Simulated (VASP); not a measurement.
# MoS2 (P6_3/mmc) in VASP: a series of runs

MoS2 is run at these levels: PBE; tasks: single point, relaxation of the atoms, relaxation of cell and atoms.

Everything below comes from runs of VASP 6.6.1. Logs are shortened: lines on timing, memory, paths and dates and some standing lists are left out, and cuts for length are marked.

### 1 The cell of the first run

The structure is hexagonal, space group P6_3/mmc (No. 194). Conventional cell: a = 3.185 Å, b = 3.185 Å, c = 15.400 Å, α = 90.00°, β = 90.00°, γ = 120.00°. Within 3.2 Å of Mo (site symmetry -6m2) lie 6 S at 2.41 Å and 6 Mo at 3.19 Å. Within 3.2 Å of S (site symmetry 3m) lie 3 Mo at 2.41 Å and 7 S at 3.13 to 3.19 Å.

### 2 Single point, PBE (strain along c alone, the other axes held: +4.0 %, then relaxed in part)

INCAR reads:

```
ALGO = Normal
EDIFF = 1E-6
ENCUT = 520
GGA = PE
ISIF = 2
ISMEAR = 0
LASPH = T
LCHARG = F
LREAL = F
LWAVE = F
NBANDS = 35
NELM = 100
PREC = Accurate
SIGMA = 0.02
```

KPOINTS reads:

```
k-points
0
Gamma
  12 12 2
```

POSCAR reads:

```
MoS2
1.0
    3.1850687626      0.0000000000      0.0000000000
   -1.5925343813      2.7583504612      0.0000000000
    0.0000000000      0.0000000000     15.4003134564
Mo S
2 4
Direct
    0.6666666667      0.3333333333      0.2500000000
    0.3333333333      0.6666666667      0.7500000000
    0.6666666667      0.3333333333      0.6485382736
    0.3333333333      0.6666666667      0.3514617264
    0.6666666667      0.3333333333      0.8514617264
    0.3333333333      0.6666666667      0.1485382736
```

Potentials or basis: VASP PAW PBE potentials, release 64 (Mo_sv, S).

The run is started by

```bash
> cat potpaw_PBE.64/Mo_sv/POTCAR potpaw_PBE.64/S/POTCAR > POTCAR
> mpirun -np 1 vasp_std > vasp.out
```

OUTCAR:

```text
EDIFF = 1E-6
   ENCUT = 520
   GGA = PE
   ISIF = 2
   ISMEAR = 0
   LASPH = T
   LREAL = F
   NELM = 100
   PREC = Accurate

 ion  position               nearest neighbor table
   1  0.667  0.333  0.250-   4 2.41   6 2.41   4 2.41   6 2.41   4 2.41   6 2.41
   2  0.333  0.667  0.750-   3 2.41   5 2.41   3 2.41   5 2.41   3 2.41   5 2.41
   3  0.667  0.333  0.649-   2 2.41   2 2.41   2 2.41
   4  0.333  0.667  0.351-   1 2.41   1 2.41   1 2.41
   5  0.667  0.333  0.851-   2 2.41   2 2.41   2 2.41
   6  0.333  0.667  0.149-   1 2.41   1 2.41   1 2.41

  LATTYP: Found a hexagonal cell.
 ALAT       =     3.1850687626
 C/A-ratio  =     4.8351588629

  Lattice vectors:

 A1 = (   3.1850687626,   0.0000000000,   0.0000000000)
 A2 = (  -1.5925343813,   2.7583504612,   0.0000000000)
 A3 = (   0.0000000000,   0.0000000000,  15.4003134564)

Analysis of symmetry for initial positions (statically):
=====================================================================
 Subroutine PRICEL returns:
 Original cell was already a primitive cell.

 Routine SETGRP: Setting up the symmetry group for a
 hexagonal supercell.

 Subroutine GETGRP returns: Found 24 space group operations
 (whereof 12 operations were pure point group operations)
 out of a pool of 24 trial point group operations.

The static configuration has the point symmetry D_3d.
 The point group associated with its full space group is D_6h.

Analysis of symmetry for dynamics (positions and initial velocities):
=====================================================================
 Subroutine PRICEL returns:
 Original cell was already a primitive cell.

 Routine SETGRP: Setting up the symmetry group for a
 hexagonal supercell.

 Subroutine GETGRP returns: Found 24 space group operations
 (whereof 12 operations were pure point group operations)
 out of a pool of 24 trial point group operations.

The dynamic configuration has the point symmetry D_3d.
 The point group associated with its full space group is D_6h.

 Subroutine INISYM returns: Found 24 space group operations
 (whereof 12 operations are pure point group operations),
 and found     1 'primitive' translations

----------------------------------------------------------------------------------------

                                     Primitive cell

  volume of cell :     135.3000

  direct lattice vectors                    reciprocal lattice vectors
     3.185068763  0.000000000  0.000000000     0.313964964  0.181267757  0.000000000
    -1.592534381  2.758350461  0.000000000     0.000000000  0.362535513  0.000000000
     0.000000000  0.000000000 15.400313456     0.000000000  0.000000000  0.064933743

  length of vectors
     3.185068763  3.185068763 15.400313456     0.362535513  0.362535513  0.064933743

  position of ions in fractional coordinates (direct lattice)
     0.666666667  0.333333333  0.250000000
     0.333333333  0.666666667  0.750000000
     0.666666667  0.333333333  0.648538274
     0.333333333  0.666666667  0.351461726
     0.666666667  0.333333333  0.851461726
     0.333333333  0.666666667  0.148538274

  ion indices of the primitive-cell ions
   primitive index   ion index
                 1           1
                 2           2
                 3           3
                 4           4
                 5           5
                 6           6

----------------------------------------------------------------------------------------

 KPOINTS: k-points

Automatic generation of k-mesh.
 Grid dimensions read from file:
 generate k-points for:   12   12    2

 Generating k-lattice:

  Cartesian coordinates                     Fractional coordinates (reciprocal lattice)
     0.026163747  0.015105646  0.000000000     0.083333333  0.000000000  0.000000000
     0.000000000  0.030211293  0.000000000     0.000000000  0.083333333  0.000000000
     0.000000000  0.000000000  0.032466872     0.000000000  0.000000000  0.500000000

  Length of vectors
     0.030211293  0.030211293  0.032466872

  Shift w.r.t. Gamma in fractional coordinates (k-lattice)
     0.000000000  0.000000000  0.000000000

 Subroutine IBZKPT returns following result:
 ===========================================

 Found     38 irreducible k-points:

 Following reciprocal coordinates:
            Coordinates               Weight
  0.000000  0.000000  0.000000      1.000000
  0.083333  0.000000  0.000000      6.000000
  0.166667  0.000000  0.000000      6.000000
  0.250000  0.000000  0.000000      6.000000
  0.333333  0.000000  0.000000      6.000000
  0.416667  0.000000  0.000000      6.000000
[... 16 lines left out ...]
  0.250000  0.000000  0.500000      6.000000
  0.333333  0.000000  0.500000      6.000000
 [... further k-points ...]
   k-points           NKPTS =     38   k-points in BZ     NKDIM =     38   number of bands    NBANDS=     35
   number of dos      NEDOS =    301   number of ions     NIONS =      6
   total plane-waves  NPLWV =  69120
   dimension x,y,z NGX =    24 NGY =   24 NGZ =  120
   dimension x,y,z NGXF=    48 NGYF=   48 NGZF=  240
   ions per type =               2   4
   NGX,Y,Z   is equivalent  to a cutoff of  12.53, 12.53, 12.95 a.u.
   NGXF,Y,Z  is equivalent  to a cutoff of  25.05, 25.05, 25.91 a.u.
 SYSTEM =  unknown system
   PREC   = accura    normal or accurate (medium, high low for compatibility)
   ISTART =      0    job   : 0-new  1-cont  2-samecut
   ICHARG =      2    charge: 1-file 2-atom 10-const
   ISPIN  =      1    spin polarized calculation?
   LNONCOLLINEAR =      F non collinear calculations
   LSORBIT =      F    spin-orbit coupling
   LASPH  =      T    aspherical Exc in radial PAW
   ENCUT  =  520.0 eV  38.22 Ry    6.18 a.u.   5.92  5.92 28.63*2*pi/ulx,y,z
   NELM   =    100;   NELMIN=  2; NELMDL= -5     # of ELM steps
   EDIFF  = 0.1E-05   stopping-criterion for ELM
   LREAL  =      F    real-space projection
   EDIFFG = 0.1E-04   stopping-criterion for IOM
   NSW    =      0    number of steps for IOM
   IBRION =     -1    ionic relax: 0-MD 1-quasi-New 2-CG
   NFREE  =      0    steps in history (QN), initial steepest desc. (CG)
   ISIF   =      2    stress and relaxation
   ISYM   =      2    0-nonsym 1-usesym 2-fastsym
   POTIM  = 0.5000    time-step for ionic-motion
   TEBEG  =    0.0;   TEEND  =   0.0 temperature during run
   PSTRESS=    0.0 pullay stress
   NELECT =      52.0000    total number of electrons
   NUPDOWN=      -1.0000    fix difference up-down
   EMIN   =  10.00;   EMAX   =-10.00  energy-range for DOS
   EFERMI =   0.00;   METHOD = LEGACY
   ISMEAR =     0;   SIGMA  =   0.02  broadening in eV -4-tet -1-fermi 0-gaus
   EFERMI_NEDOS =   21; number of points for ismear=-14 and -15
   IALGO  =     38    algorithm
   IMIX   =      4    mixing-type and parameters
     AMIX     =   0.40;   BMIX     =  1.00
     AMIX_MAG =   1.60;   BMIX_MAG =  1.00
  volume/ion in A,a.u.               =      22.55       152.17
  Fermi-wavevector in a.u.,A,eV,Ry     =   1.190264  2.249273 19.275764  1.416729
  Thomas-Fermi vector in A             =   2.326353
   LORBIT       =      0    0 simple, 1 ext, 2 COOP (PROOUT), +10 PAW based schemes
   GGA     = PE    functional components
   LHFCALC =     F    Hartree Fock is set to
   AEXX    =    0.0000 exact exchange contribution
   IVDW    =     0    specifies the selected vdW correction
   LEPSILON=     F    determine dielectric tensor
   LRPA    =     F    only Hartree local field effects (RPA)
 non-spin polarized calculation
 Gauss-broadening in eV      SIGMA  =   0.02
  energy-cutoff  :      520.00
  volume of cell :      135.30
 maximum number of plane-waves:      3677
 NGX is ok and might be reduce to    24
   NGX = 11   NGY = 11   NGZ = 57

 number of electron      51.9999997 magnetization

 Free energy of the ion-electron system (eV)
  ---------------------------------------------------
  ext. energy  EPLUGINS =         0.00000000
  ---------------------------------------------------
  free energy    TOTEN  =       -43.71477903 eV

  energy without entropy =      -43.71477903  energy(sigma->0) =      -43.71477903

 E-fermi :   4.5842     XC(G=0):  -9.1651

 val. band max:        4.3300180175   @ k =   0.0000   0.0000   0.0000
 cond. band min:       5.8423110122   @ k =   0.3333   0.3333   0.0000
 fundamental gap:      1.5122929947
 Fermi energy:         4.5841530365

 k-point     1 :       0.0000    0.0000    0.0000
  band No.  band energies     occupation
      1     -56.6908      2.00000
      2     -56.6908      2.00000
      3     -30.8283      2.00000
      4     -30.8283      2.00000
      5     -30.6267      2.00000
      6     -30.6267      2.00000
[... 27 lines left out ...]
     34       7.1842      0.00000
     35       9.9082      0.00000

 k-point     2 :       0.0833    0.0000    0.0000
  band No.  band energies     occupation
      1     -56.6884      2.00000
      2     -56.6884      2.00000
      3     -30.8234      2.00000
      4     -30.8234      2.00000
      5     -30.6519      2.00000
      6     -30.6519      2.00000
[... 27 lines left out ...]
     34       7.1153      0.00000
     35      10.2465      0.00000

 k-point     3 :       0.1667    0.0000    0.0000
  band No.  band energies     occupation
      1     -56.6816      2.00000
      2     -56.6816      2.00000
      3     -30.8099      2.00000
      4     -30.8099      2.00000
      5     -30.7204      2.00000
      6     -30.7204      2.00000
[... 27 lines left out ...]
     34       7.5273      0.00000
     35      10.7386      0.00000
[... 723 lines left out ...]
 k-point    23 :       0.2500    0.0000    0.5000
  band No.  band energies     occupation
      1     -56.6724      2.00000
      2     -56.6724      2.00000
      3     -30.8128      2.00000
      4     -30.8128      2.00000
      5     -30.7915      2.00000
      6     -30.7915      2.00000
[... 27 lines left out ...]
     34       7.9491      0.00000
     35      11.2894      0.00000

 k-point    24 :       0.3333    0.0000    0.5000
  band No.  band energies     occupation
      1     -56.6631      2.00000
      2     -56.6631      2.00000
      3     -30.9039      2.00000
      4     -30.9039      2.00000
      5     -30.7730      2.00000
      6     -30.7730      2.00000
[... 27 lines left out ...]
     34       8.2591      0.00000
     35      11.4903      0.00000

 [... further k-points ...]

------------------------ aborting loop because EDIFF is reached ----------------------------------------

  FORCE on cell =-STRESS in cart. coord.  units (eV):
  Direction    XX          YY          ZZ          XY          YZ          ZX
  --------------------------------------------------------------------------------------
  -------------------------------------------------------------------------------------
  Total       -0.0801922     -0.0801922     -0.1263606      0.0000000      0.0000000     -0.0000000
  in kB       -0.9496090     -0.9496090     -1.4963202      0.0000000      0.0000000     -0.0000000
  external PRESSURE =      -1.1318461 kB  Pullay stress =       0.0000000 kB

 VOLUME and BASIS-vectors are now :
 -----------------------------------------------------------------------------
  energy-cutoff  :      520.00
  volume of cell :      135.30
      direct lattice vectors                 reciprocal lattice vectors
     3.185068763  0.000000000  0.000000000     0.313964964  0.181267757  0.000000000
    -1.592534381  2.758350461  0.000000000     0.000000000  0.362535513  0.000000000
     0.000000000  0.000000000 15.400313456     0.000000000  0.000000000  0.064933743

 POSITION                                       TOTAL-FORCE (eV/Angst)
 -----------------------------------------------------------------------------------
      1.59253      0.91945      3.85008        -0.000000      0.000000     -0.000000
     -0.00000      1.83890     11.55024         0.000000     -0.000000     -0.000000
      1.59253      0.91945      9.98769        -0.000000      0.000000      0.009319
     -0.00000      1.83890      5.41262         0.000000     -0.000000     -0.009319
      1.59253      0.91945     13.11278        -0.000000      0.000000     -0.009319
     -0.00000      1.83890      2.28754         0.000000     -0.000000      0.009319
 -----------------------------------------------------------------------------------
    total drift:                               -0.000000      0.000000     -0.000000

  FREE ENERGIE OF THE ION-ELECTRON SYSTEM (eV)
  ---------------------------------------------------
  free  energy   TOTEN  =       -43.7147790317 eV

  energy  without entropy=      -43.7147790317  energy(sigma->0) =      -43.71477903
```

Run time: 80 s. Hardware: 1 thread of Intel Xeon 6975P-C (Granite Rapids), shared host; peak memory 0.32 GiB.

What came out:

```yaml
Free_energy: -43.7148 eV
Pressure: -0.1 GPa
Largest_force: 0.009 eV/Å
Band_gap_on_the_k_mesh: 1.51 eV (least direct gap 1.67 eV)
```

Forces in eV/Å, atoms in the order of the input:
```
Mo   0.000  0.000  0.000
Mo   0.000  0.000  0.000
S    0.000  0.000  0.009
S    0.000  0.000 -0.009
S    0.000  0.000 -0.009
S    0.000  0.000  0.009
```

Caveat: the cell differs from its parent crystal (strain along c alone, the other axes held: +4.0 %, then relaxed in part); this functional lacks dispersion, which binds layers or chains, so the pressure and a relaxed spacing across them are unreliable.

### 3 Relaxation of the atoms, PBE (strain along c alone, the other axes held: -2.0 %)

INCAR reads:

```
PREC = Accurate
ENCUT = 520
EDIFF = 1E-6
ISMEAR = 0
SIGMA = 0.02
LREAL = F
LASPH = T
NELM = 100
ALGO = Normal
ISIF = 2
LWAVE = F
LCHARG = F
GGA = PE
IBRION = 2
NSW = 60
EDIFFG = -0.008
KPAR = 4
```

KPOINTS reads:

```
regular mesh
0
Gamma
  12 12 2
```

POSCAR reads:

```
MoS2
1.0
    3.1850687626      0.0000000000      0.0000000000
   -1.5925343813      2.7583504612      0.0000000000
    0.0000000000      0.0000000000     14.5118338339
Mo S
2 4
Direct
    0.6666666667      0.3333333333      0.2500000000
    0.3333333333      0.6666666667      0.7500000000
    0.6666666667      0.3333333333      0.6444803424
    0.3333333333      0.6666666667      0.3555196576
    0.6666666667      0.3333333333      0.8555196576
    0.3333333333      0.6666666667      0.1444803424
```

Potentials or basis: VASP PAW PBE potentials, release 64 (Mo_sv, S).

The run is started by

```bash
> cat potpaw_PBE.64/Mo_sv/POTCAR potpaw_PBE.64/S/POTCAR > POTCAR
> mpirun -np 4 vasp_std > vasp.out
```

Run time: 2.7 min. Hardware: 4 MPI ranks of Intel Xeon Platinum 8259CL at 2.50GHz (Skylake/Cascade Lake), shared host; peak memory 0.32 GiB.

It converged, with:

* Free energy: -43.7151 eV
* Energy gained by relaxing: 5.9 meV/atom
* Ionic steps: 3
* Pressure after relaxing: 0.0 GPa
* Band gap on the k mesh: 1.42 eV (least direct gap 1.66 eV)

The path:
| step | energy change (eV) | largest force (eV/Å) | pressure (GPa) |
| --- | --- | --- | --- |
| 1 | 0.0000 | 0.5910 | 2.53 |
| 2 | -0.0355 | 0.0397 | 0.14 |
| 3 | -0.0357 | 0.0003 | -0.04 |

Final structure:
```
Mo S
1.0
     3.18507    0.00000    0.00000
    -1.59253    2.75835    0.00000
     0.00000    0.00000   14.51183
Mo S
2 4
Direct
  0.66667 0.33333 0.25000
  0.33333 0.66667 0.75000
  0.66667 0.33333 0.64237
  0.33333 0.66667 0.35763
  0.66667 0.33333 0.85763
  0.33333 0.66667 0.14237
```

Levels at points of the mesh, in eV from the valence-band top:
```csv
k point,band 22,band 23,band 24,band 25,band 26,band 27,band 28,band 29,band 30,band 31
"(0.00, 0.00, 0.00)",-1.74,-1.74,-1.65,-0.45,0.00,2.52,2.52,2.52,2.52,2.76
"(0.50, 0.00, 0.00)",-2.10,-1.23,-1.21,-0.87,-0.87,2.00,2.00,2.47,2.54,3.49
"(0.00, 0.00, 0.50)",-1.74,-1.74,-1.74,-0.18,-0.18,2.52,2.52,2.52,2.52,2.76
"(0.50, 0.00, 0.50)",-2.12,-1.22,-1.22,-0.87,-0.87,2.00,2.00,2.51,2.51,3.63
```

Caveat: the cell differs from its parent crystal (strain along c alone, the other axes held: -2.0 %); this functional lacks dispersion, which binds layers or chains, so the pressure and a relaxed spacing across them are unreliable. A k mesh can miss the band edges.

### 4 Relaxation of cell and atoms, PBE, target pressure 12 GPa, at which the enthalpy is minimised

This run uses another cell than the first one, of 16.05 Å³/atom.

INCAR reads:

```
SYSTEM = MoS2
  ALGO = Normal
  EDIFF = 1E-6
  EDIFFG = -0.008
  ENCUT = 600
  GGA = PE
  IBRION = 2
  ISIF = 3
  ISMEAR = 0
  LASPH = .True.
  LCHARG = .False.
  LREAL = .False.
  LWAVE = .False.
  NELM = 60
  NSW = 70
  PREC = Accurate
  PSTRESS = 120.0
  SIGMA = 0.02
```

KPOINTS reads:

```
k-points
0
Gamma
  12 12 4
  0 0 0
```

POSCAR reads:

```
MoS2
1.0
    3.0681281473      0.0000000000      0.0000000000
   -1.5340640736      2.6570769176      0.0000000000
    0.0000000000      0.0000000000     11.8150036947
Mo S
2 4
Direct
    0.6666666667      0.3333333333      0.2500000000
    0.3333333333      0.6666666667      0.7500000000
    0.6666666667      0.3333333333      0.6209743383
    0.3333333333      0.6666666667      0.3790256617
    0.6666666667      0.3333333333      0.8790256617
    0.3333333333      0.6666666667      0.1209743383
```

The run is started by

```bash
> cat potpaw_PBE.64/Mo_sv/POTCAR potpaw_PBE.64/S/POTCAR > POTCAR
> mpirun -np 1 vasp_std > vasp.out
```

Wall time 50 min (1 thread of Intel Xeon 8259CL, shared host); peak memory 0.39 GiB.

It converged, with:

```yaml
Free_energy: -43.1120 eV
Relaxed_volume: 15.79 Å³/atom
Relaxed_cell: a = 3.092 Å, b = 3.092 Å, c = 11.440 Å, α = 90.00°, β = 90.00°, γ = 120.00°
Space_group_after_relaxing_to_0.1_Å: P6_3/mmc (No. 194)
Energy_change_on_relaxing_the_run_minimises_the_enthalpy: -17.6 meV/atom
Ionic_steps: 19
Pressure_after_relaxing: 12.0 GPa
Largest_force_after_relaxing: 0.007 eV/Å
Band_gap_on_the_k_mesh: 0.43 eV (least direct gap 1.84 eV)
```

Forces in eV/Å, atoms in the order of the input:
```
Mo   0.000  0.000  0.000
Mo   0.000  0.000  0.000
S    0.000  0.000 -0.007
S    0.000  0.000  0.007
S    0.000  0.000  0.007
S    0.000  0.000 -0.007
```

The path:
```
step  energy change (eV)  largest force (eV/Å)  pressure (GPa)  volume (Å³)
   1              0.0000                1.4210           19.17        96.32
   2             -0.2718                1.6420           -5.61       106.69
   3             -0.3458                0.3213           10.15        99.30
   4             -0.3363                0.3635           10.51        99.17
   5             -0.2804                0.2819           11.08        97.87
   6             -0.0458                0.0159           13.40        94.03
   7             -0.1288                0.4071            8.88        95.35
   8             -0.0832                0.1231           11.85        94.47
   9             -0.0768                0.1002           12.75        94.39
  10             -0.0822                0.0177           12.28        94.43
  11             -0.1110                0.0435           11.61        94.82
  12             -0.0965                0.0310           11.95        94.62
  13             -0.1010                0.0032           12.01        94.68
  14             -0.1022                0.0035           12.05        94.69
  15             -0.1044                0.0172           12.07        94.72
  16             -0.1031                0.0089           12.06        94.71
  17             -0.1118                0.0059           11.88        94.82
  18             -0.1091                0.0013           11.93        94.78
  19             -0.1053                0.0067           12.05        94.73
```

Final structure:
```
Mo S
1.0
     3.09220    0.00000    0.00000
    -1.54610    2.67793    0.00000
     0.00000    0.00000   11.44037
Mo S
2 4
Direct
  0.66667 0.33333 0.25000
  0.33333 0.66667 0.75000
  0.66667 0.33333 0.61281
  0.33333 0.66667 0.38719
  0.66667 0.33333 0.88719
  0.33333 0.66667 0.11281
```

Levels at points of the mesh, in eV from the valence-band top:
| k point | band 23 | band 24 | band 25 | band 26 | band 27 | band 28 | band 29 | band 30 |
| --- | --- | --- | --- | --- | --- | --- | --- | --- |
| (0.00, 0.00, 0.00) | -2.28 | -1.72 | -0.81 | 0.00 | 1.97 | 1.97 | 1.99 | 1.99 |
| (0.50, 0.00, 0.00) | -2.08 | -1.84 | -1.58 | -1.55 | 1.59 | 1.68 | 1.86 | 2.38 |
| (0.00, 0.00, 0.50) | -2.34 | -2.34 | -0.23 | -0.23 | 1.95 | 1.95 | 1.95 | 1.95 |
| (0.50, 0.00, 0.50) | -1.81 | -1.81 | -1.68 | -1.68 | 1.62 | 1.62 | 2.15 | 2.15 |

Caveat: the cell is relaxed towards a set pressure, so the run minimises the enthalpy, not the energy.

(Continued in part 2 of 2.)
